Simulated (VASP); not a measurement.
# Ba (Fm-3m) in VASP: further runs

Runs on Ba. Level: r2SCAN. Tasks: electric field gradients.

Program: VASP 6.6.1. These are calculated values, not measurements. Logs are shortened: lines on timing, memory, paths and dates and some standing lists are left out, and cuts for length are marked.

## 1. The cell of the first run

The structure is cubic, space group Fm-3m (No. 225). Conventional cell: a = 6.411 Å, b = 6.411 Å, c = 6.411 Å, α = 90.00°, β = 90.00°, γ = 90.00°.

This isn't the form of Ba at room conditions, which is bcc.

## 2. Electric field gradients, r2SCAN (65.87 Å³/atom)

Input file POSCAR:

```
Ba
1.0
    0.0000000000      3.2054984663      3.2054984663
    3.2054984663      0.0000000000      3.2054984663
    3.2054984663      3.2054984663      0.0000000000
Ba
1
Direct
    0.0000000000      0.0000000000      0.0000000000
```

Input file INCAR.step1:

```
SYSTEM = Ba
ALGO = Normal ; EDIFF = 1E-5
ENCUT = 440 ; GGA = PE
GGA_COMPAT = .FALSE. ; ISMEAR = -1
LASPH = .TRUE. ; LCHARG = .FALSE.
LREAL = .FALSE. ; LWAVE = .TRUE.
NBANDS = 11 ; NELM = 120
PREC = Accurate ; SIGMA = 0.05
```

Input file INCAR.step2:

```
SYSTEM = Ba
ALGO = Normal ; EDIFF = 1E-8
ENCUT = 440 ; GGA_COMPAT = .FALSE.
ISIF = 2 ; ISMEAR = -1
ISTART = 1 ; LASPH = .TRUE.
LCHARG = .FALSE. ; LEFG = .TRUE.
LMIXTAU = .TRUE. ; LREAL = .FALSE.
LWAVE = .FALSE. ; METAGGA = R2SCAN
NBANDS = 11 ; NELM = 120
PREC = Accurate ; SIGMA = 0.05
```

Input file KPOINTS:

```
k-points
0
G
  9 9 9
  0 0 0
```

Potentials or basis: VASP PAW PBE potentials, release 64 (Ba_sv).

The run is started by

```console
$ cat potpaw_PBE.64/Ba_sv/POTCAR > POTCAR
$ cp INCAR.step1 INCAR
$ mpirun -np 1 vasp_std > vasp.out
$ cp INCAR.step2 INCAR
$ mpirun -np 1 vasp_std > vasp.out
```

OUTCAR:

```text
SYSTEM = Ba
   EDIFF = 1E-8
   ENCUT = 440
   ISIF = 2
   ISMEAR = -1
   ISTART = 1
   LASPH = .TRUE.
   LREAL = .FALSE.
   METAGGA = R2SCAN
   NELM = 120
   PREC = Accurate

 ion  position               nearest neighbor table
   1  0.000  0.000  0.000-

  LATTYP: Found a face centered cubic cell.
 ALAT       =     6.4109969326

  Lattice vectors:

 A1 = (   0.0000000000,   3.2054984663,   3.2054984663)
 A2 = (   3.2054984663,   0.0000000000,   3.2054984663)
 A3 = (   3.2054984663,   3.2054984663,   0.0000000000)

Analysis of symmetry for initial positions (statically):
=====================================================================
 Subroutine PRICEL returns:
 Original cell was already a primitive cell.

 Routine SETGRP: Setting up the symmetry group for a
 face centered cubic supercell.

 Subroutine GETGRP returns: Found 48 space group operations
 (whereof 48 operations were pure point group operations)
 out of a pool of 48 trial point group operations.

The static configuration has the point symmetry O_h .

Analysis of symmetry for dynamics (positions and initial velocities):
=====================================================================
 Subroutine PRICEL returns:
 Original cell was already a primitive cell.

 Routine SETGRP: Setting up the symmetry group for a
 face centered cubic supercell.

 Subroutine GETGRP returns: Found 48 space group operations
 (whereof 48 operations were pure point group operations)
 out of a pool of 48 trial point group operations.

The dynamic configuration has the point symmetry O_h .

 Subroutine INISYM returns: Found 48 space group operations
 (whereof 48 operations are pure point group operations),
 and found     1 'primitive' translations

----------------------------------------------------------------------------------------

                                     Primitive cell

  volume of cell :      65.8744

  direct lattice vectors                    reciprocal lattice vectors
     0.000000000  3.205498466  3.205498466    -0.155981981  0.155981981  0.155981981
     3.205498466  0.000000000  3.205498466     0.155981981 -0.155981981  0.155981981
     3.205498466  3.205498466  0.000000000     0.155981981  0.155981981 -0.155981981

[... 115 lines left out ...]
 maximum number of plane-waves:      1411
   NGX = 15   NGY = 15   NGZ = 15

 number of electron       9.9999999 magnetization

 Free energy of the ion-electron system (eV)
  ---------------------------------------------------
  ext. energy  EPLUGINS =         0.00000000
  ---------------------------------------------------
  free energy    TOTEN  =       -26.40340230 eV

  energy without entropy =      -26.38769699  energy(sigma->0) =      -26.39554964

 E-fermi :   1.7000     XC(G=0):  -7.6796

 val. band max:        1.6373493083   @ k =  -0.4444   0.4444   0.0000
 cond. band min:       1.7156674444   @ k =  -0.3333   0.3333   0.0000
 fundamental gap:      0.0783181361
 Fermi energy:         1.7000406452

 k-point     1 :       0.0000    0.0000    0.0000
  band No.  band energies     occupation
      1     -28.4011      2.00000
      2     -12.9577      2.00000
      3     -12.9577      2.00000
      4     -12.9577      2.00000
      5      -1.2848      2.00000
      6       3.6122      0.00000
      7       3.6122      0.00000
      8       3.6122      0.00000
      9       5.1595      0.00000
     10       5.1595      0.00000
     11       7.7533      0.00000
[... 309 lines left out ...]
 k-point    24 :       0.4444    0.4444    0.0000
  band No.  band energies     occupation
      1     -28.3547      2.00000
      2     -13.3337      2.00000
      3     -13.0996      2.00000
      4     -13.0996      2.00000
      5       0.7973      2.00000
      6       1.5962      1.77709
      7       3.4450      0.00000
      8       6.2304      0.00000
      9       6.2304      0.00000
     10       6.2707      0.00000
     11       7.9193      0.00000

 [... further k-points ...]
[... 5 lines left out ...]
  --------------------------------------------------------------------------------------
  -------------------------------------------------------------------------------------
  Total        0.0570749      0.0570749      0.0570749      0.0000000     -0.0000000      0.0000000
  in kB        1.3881592      1.3881592      1.3881592      0.0000000     -0.0000000      0.0000000
  external PRESSURE =       1.3881592 kB  Pullay stress =       0.0000000 kB

 VOLUME and BASIS-vectors are now :
 -----------------------------------------------------------------------------
  energy-cutoff  :      440.00
  volume of cell :       65.87
      direct lattice vectors                 reciprocal lattice vectors
     0.000000000  3.205498466  3.205498466    -0.155981981  0.155981981  0.155981981
     3.205498466  0.000000000  3.205498466     0.155981981 -0.155981981  0.155981981
     3.205498466  3.205498466  0.000000000     0.155981981  0.155981981 -0.155981981

 POSITION                                       TOTAL-FORCE (eV/Angst)
 -----------------------------------------------------------------------------------
      0.00000      0.00000      0.00000        -0.000000     -0.000000     -0.000000
 -----------------------------------------------------------------------------------
    total drift:                                0.000000      0.000000      0.000000

  FREE ENERGIE OF THE ION-ELECTRON SYSTEM (eV)
  ---------------------------------------------------
  free  energy   TOTEN  =       -26.4034022957 eV

  energy  without entropy=      -26.3876969910  energy(sigma->0) =      -26.39554964

 Electric field gradients (V/A^2)
---------------------------------------------------------------------
 ion       V_xx      V_yy      V_zz      V_xy      V_xz      V_yz
---------------------------------------------------------------------
   1       0.000     0.000     0.000     0.000     0.000     0.000
---------------------------------------------------------------------

 Electric field gradients after diagonalization (V/A^2)
 (convention: |V_zz| > |V_xx| > |V_yy|)
----------------------------------------------------------------------
 ion       V_xx      V_yy      V_zz     asymmetry (V_yy - V_xx)/ V_zz
----------------------------------------------------------------------
   1      -0.000    -0.000     0.000       0.000
----------------------------------------------------------------------

           NMR quadrupolar parameters

 Cq : quadrupolar parameter    Cq=e*Q*V_zz/h
 eta: asymmetry parameters     (V_yy - V_xx)/ V_zz
 Q  : nuclear electric quadrupole moment in mb (millibarn)
----------------------------------------------------------------------
 ion       Cq(MHz)       eta       Q (mb)
----------------------------------------------------------------------
   1       0.000       0.000       1.000
----------------------------------------------------------------------
```

OUTCAR.step1:

```text
SYSTEM = Ba
   EDIFF = 1E-5
   ENCUT = 440
   GGA = PE
   ISMEAR = -1
   LASPH = .TRUE.
   LREAL = .FALSE.
[... 553 lines left out ...]
 -----------------------------------------------------------------------------------
      0.00000      0.00000      0.00000         0.000000      0.000000      0.000000
 -----------------------------------------------------------------------------------
    total drift:                                0.000000      0.000000      0.000000

  FREE ENERGIE OF THE ION-ELECTRON SYSTEM (eV)
  ---------------------------------------------------
  free  energy   TOTEN  =        -1.8958012973 eV

  energy  without entropy=       -1.8795209392  energy(sigma->0) =       -1.88766112
```

Wall time 1.8 min (1 thread of Intel Xeon 8259CL, shared host); peak memory 0.19 GiB.

Results:

- Free energy: -26.4034 eV
- Pressure: 0.1 GPa
- Band gap on the k mesh: zero (bands 5 and 6 overlap by 0.13 eV)
- Largest electric field gradient by atom: under 0.05 V/Å² on every atom

Levels at points of the mesh, in eV from the Fermi level:
```csv
k point,band 1,band 2,band 3,band 4,band 5,band 6,band 7,band 8,band 9,band 10
"(0.00, 0.00, 0.00)",-30.10,-14.66,-14.66,-14.66,-2.98,1.91,1.91,1.91,3.46,3.46
```

Caveat: the PAW data sets were made with another functional, which shifts forces and pressure a little; spin-orbit coupling is left out, which moves the levels of the heavy elements.

## 3. Electric field gradients, r2SCAN (70.94 Å³/atom)

This run uses another cell than the first one, of 70.94 Å³/atom.

Input file POSCAR:

```
Ba
1.0
    0.0000000000      3.2856689316      3.2856689316
    3.2856689316      0.0000000000      3.2856689316
    3.2856689316      3.2856689316      0.0000000000
Ba
1
Direct
    0.0000000000      0.0000000000      0.0000000000
```

Input file INCAR.step1:

```
SYSTEM = Ba
PREC = Accurate ; ENCUT = 440
ISMEAR = -1 ; SIGMA = 0.05
LREAL = .FALSE. ; LASPH = .TRUE.
NELM = 120 ; NBANDS = 11
GGA = PE ; ALGO = Normal
EDIFF = 1E-5 ; LWAVE = .TRUE.
LCHARG = .FALSE. ; GGA_COMPAT = .FALSE.
```

Input file INCAR.step2:

```
SYSTEM = Ba
PREC = Accurate ; ENCUT = 440
EDIFF = 1E-8 ; ISMEAR = -1
SIGMA = 0.05 ; LREAL = .FALSE.
LASPH = .TRUE. ; NELM = 120
ALGO = Normal ; ISIF = 2
LWAVE = .FALSE. ; LCHARG = .FALSE.
METAGGA = R2SCAN ; LMIXTAU = .TRUE.
LEFG = .TRUE. ; NBANDS = 11
ISTART = 1 ; GGA_COMPAT = .FALSE.
```

Input file KPOINTS:

```
regular mesh
0
G
  9 9 9
  0 0 0
```

Potentials or basis: VASP PAW PBE potentials, release 64 (Ba_sv).

The run is started by

```console
$ cat potpaw_PBE.64/Ba_sv/POTCAR > POTCAR
$ cp INCAR.step1 INCAR
$ mpirun -np 1 vasp_std > vasp.out
$ cp INCAR.step2 INCAR
$ mpirun -np 1 vasp_std > vasp.out
```

OUTCAR:

```text
SYSTEM = Ba
   PREC = Accurate
   ENCUT = 440
   EDIFF = 1E-8
   ISMEAR = -1
   LREAL = .FALSE.
   LASPH = .TRUE.
   NELM = 120
   ISIF = 2
   METAGGA = R2SCAN
   ISTART = 1

 ion  position               nearest neighbor table
   1  0.000  0.000  0.000-

  LATTYP: Found a face centered cubic cell.
 ALAT       =     6.5713378632

  Lattice vectors:

 A1 = (   0.0000000000,   3.2856689316,   3.2856689316)
 A2 = (   3.2856689316,   0.0000000000,   3.2856689316)
 A3 = (   3.2856689316,   3.2856689316,   0.0000000000)

[... 539 lines left out ...]
    total drift:                                0.000000      0.000000      0.000000

  FREE ENERGIE OF THE ION-ELECTRON SYSTEM (eV)
  ---------------------------------------------------
  free  energy   TOTEN  =       -26.3991463105 eV

  energy  without entropy=      -26.3825111345  energy(sigma->0) =      -26.39082872

 Electric field gradients (V/A^2)
---------------------------------------------------------------------
 ion       V_xx      V_yy      V_zz      V_xy      V_xz      V_yz
---------------------------------------------------------------------
   1      -0.000    -0.000     0.000    -0.000    -0.000    -0.000
---------------------------------------------------------------------

 Electric field gradients after diagonalization (V/A^2)
 (convention: |V_zz| > |V_xx| > |V_yy|)
----------------------------------------------------------------------
 ion       V_xx      V_yy      V_zz     asymmetry (V_yy - V_xx)/ V_zz
----------------------------------------------------------------------
   1       0.000     0.000    -0.001       0.000
----------------------------------------------------------------------

           NMR quadrupolar parameters

 Cq : quadrupolar parameter    Cq=e*Q*V_zz/h
 eta: asymmetry parameters     (V_yy - V_xx)/ V_zz
 Q  : nuclear electric quadrupole moment in mb (millibarn)
----------------------------------------------------------------------
 ion       Cq(MHz)       eta       Q (mb)
----------------------------------------------------------------------
   1      -0.000       0.000       1.000
----------------------------------------------------------------------
```

OSZICAR.step1:

```text
N       E                     dE             d eps       ncg     rms          rms(c)
DAV:   1     0.498602927993E+02    0.49860E+02   -0.37327E+03   770   0.640E+02
DAV:   2     0.465422142180E+00   -0.49395E+02   -0.48437E+02   927   0.129E+02
DAV:   3    -0.180613338025E+01   -0.22716E+01   -0.22587E+01  1014   0.286E+01
DAV:   4    -0.187857172470E+01   -0.72438E-01   -0.72269E-01   961   0.471E+00
DAV:   5    -0.188072045961E+01   -0.21487E-02   -0.21486E-02  1021   0.716E-01    0.145E+00
DAV:   6    -0.188052231817E+01    0.19814E-03   -0.34965E-03   906   0.522E-01    0.860E-01
DAV:   7    -0.188073300379E+01   -0.21069E-03   -0.51129E-03   812   0.782E-01    0.422E-02
DAV:   8    -0.188079081285E+01   -0.57809E-04   -0.25855E-04  1158   0.116E-01    0.350E-02
DAV:   9    -0.188079356273E+01   -0.27499E-05   -0.83145E-06   641   0.280E-02
   1 F= -.18807936E+01 E0= -.18719726E+01  d E =-.176419E-01
```

Wall time 2.4 min (1 thread of Intel Xeon 8259CL, shared host); peak memory 0.19 GiB.

What came out:

```yaml
Free_energy: -26.3991 eV
Pressure: -0.4 GPa
Band_gap_on_the_k_mesh: zero (bands 5 and 6 overlap by 0.06 eV)
Largest_electric_field_gradient_by_atom: under 0.05 V/Å² on every atom
```

Levels at points of the mesh, in eV from the Fermi level:
```csv
k point,band 2,band 3,band 4,band 5,band 6,band 7,band 8,band 9
"(0.00, 0.00, 0.00)",-14.82,-14.82,-14.82,-2.95,1.84,1.84,1.84,3.26
```

Caveat: the PAW data sets were made with another functional, which shifts forces and pressure a little; spin-orbit coupling is left out, which moves the levels of the heavy elements.

The gap in the log of VASP goes by the Fermi energy; the results here count the filled bands.